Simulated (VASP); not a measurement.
Write the native input for VASP 6.6.1 that does the following.

```yaml
Task: single point
Functional: PBEsol
Potentials_or_basis: VASP PAW PBE potentials, release 64 (As, N, Cd)
Cutoff: 600 eV
k_mesh: 4 × 4 × 4
Occupations: gaussian, width 0.05 eV
Spin: no spin polarisation
Dipole_correction: no
Further_INCAR_settings: ALGO = Normal; EDIFF = 1e-06; NBANDS = 31
```

The structure of Cd3AsN lies in POSCAR:

```
Cd3AsN
1.0
    4.9000000000      0.0000000000      0.0000000000
    0.0000000000      4.9000000000      0.0000000000
    0.0000000000      0.0000000000      4.9000000000
As N Cd
1 1 3
Direct
    0.0000000000      0.0000000000      0.0000000000
    0.5000000000      0.5000000000      0.5000000000
    0.5000000000      0.5000000000      0.0000000000
    0.5000000000      0.0000000000      0.5000000000
    0.0000000000      0.5000000000      0.5000000000
```

The input as run:

INCAR

```
ALGO = Normal ; EDIFF = 1E-6
ENCUT = 600 ; GGA = PS
GGA_COMPAT = False ; ISIF = 2
ISMEAR = 0 ; LASPH = True
LCHARG = True ; LELF = True
LREAL = False ; LVHAR = True
LWAVE = False ; NBANDS = 31
NELM = 120 ; PREC = Accurate
SIGMA = 0.05
```

KPOINTS

```
k-points
0
Gamma
  4 4 4
```

Potentials or basis: VASP PAW PBE potentials, release 64 (As, N, Cd).

Command:

```bash
$ cat potpaw_PBE.64/As/POTCAR potpaw_PBE.64/N/POTCAR potpaw_PBE.64/Cd/POTCAR > POTCAR
$ mpirun -np 1 vasp_std > vasp.out
```

It gave:

```yaml
Pressure: -12.3 GPa
Band_gap_on_the_k_mesh: zero (bands 23 and 24 overlap by 0.28 eV)
```

Caveat: the cell stands under tension; semilocal functionals underestimate gaps, and a narrow one can read as zero; the PAW data sets were made with another functional, which shifts forces and pressure a little.

Wall time 26 s on 1 thread of Intel(R) Xeon(R) Platinum 8375C CPU @ 2.90GHz (Ice Lake), with other jobs on the host, peak memory 0.26 GiB.
